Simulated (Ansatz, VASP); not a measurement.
**Two plane-wave programs on Mg4O**

```
Mg O
1.0
     4.09571    0.00000    0.00000
     0.00000    4.09571    0.00000
     0.00000    0.00000    4.09571
Mg O
4 1
Direct
  0.00000 0.50000 0.50000
  0.50000 0.50000 0.00000
  0.50000 0.00000 0.50000
  0.00000 0.00000 0.00000
  0.50000 0.50000 0.50000
```

Change from the starting cell: species swapped into the Fe4N type (Pm-3m, No. 221).

Alike in both runs: task relaxation of cell and atoms; functional PBE; k mesh 4 × 4 × 4; occupations gaussian, width 0.1 eV; no spin polarisation.

|  | VASP | Ansatz |
| --- | --- | --- |
| version | VASP 6.6.1 | Ansatz 0.2.0 |
| potentials or method | VASP PAW PBE potentials, release 64 (Mg, O), cutoff 600 eV | scalar-relativistic, plane waves, PAW |
| valence electrons in the cell | 14 | 46 |

|  | VASP | Ansatz | Ansatz less VASP |
| --- | --- | --- | --- |
| gap on the k mesh at the Fermi level, each at its own relaxed structure (eV) | none | none | - |
| relaxed volume (Å³/atom) | 17.21 | 17.29 | +0.074 |
| relaxed cell length with the largest relative difference (Å) | 4.415 | 4.422 | +0.0063 |

A gap of «none» marks a metal or a gap that the smearing closes. VASP's potentials hold 14 valence electrons a cell and Ansatz's 46, so a difference there can come from the potentials and not from the codes.

The k mesh is coarse, so the values compare programs but aren't converged. Noted on VASP's run: the volume moved by over 15 % at a fixed basis, so the end points are rough.
